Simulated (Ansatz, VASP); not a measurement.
# One calculation of Cs, two programs

INCAR

```
PREC = Accurate ; ENCUT = 520
EDIFF = 1E-6 ; ISMEAR = -1
SIGMA = 0.08 ; LREAL = F
LASPH = T ; NELM = 100
ALGO = Normal ; ISIF = 2
LWAVE = F ; LCHARG = F
GGA = PE ; NBANDS = 10
```

The input KPOINTS:

```
Automatic mesh
0
Gamma
  8 8 8
```

Contents of POSCAR:

```
Cs
1.0
    4.9202948738      0.0000000000      0.0000000000
   -2.4601474369      4.2611003548      0.0000000000
    0.0000000000      0.0000000000      4.6250771814
Cs
1
Direct
    0.0000000000      0.0000000000      0.0000000000
```

Input for Ansatz:

```yaml
crystal:
  lattice:
    - [4.9202948738, 0.0, 0.0]
    - [-2.4601474369, 4.2611003548, 0.0]
    - [0.0, 0.0, 4.6250771814]
  atoms:
    - { symbol: Cs, position: [0.0, 0.0, 0.0] }
kpoints:
  mp_grid: { grid: [8, 8, 8] }
scf:
  occupations: { method: fermi_dirac, width: 0.08 }
hamiltonian:
  xc: pbe
  pseudopotentials: { kind: all_electron, lapw: { basis_error: 0.001 } }
output:
  forces: true
  stress: true
  eigenvalues: true
  populations: true
```

Change from the starting cell: volume scaled by 0.8, LAPW.

Alike in both runs: task single point; functional PBE; k mesh 8 × 8 × 8; occupations fermi-dirac, width 0.08 eV; no spin polarisation.

```csv
,VASP,Ansatz
version,VASP 6.6.1,Ansatz 0.2.0
potentials or method,"VASP PAW PBE potentials, release 64 (Cs_sv), cutoff 520 eV","all-electron LAPW, scalar-relativistic"
```

```tsv
	VASP	Ansatz	Ansatz less VASP
pressure (GPa)	0.6	0.6	+0.01
```

Ansatz ran all-electron here, and VASP with PAW potentials.

Spin-orbit coupling is off throughout.
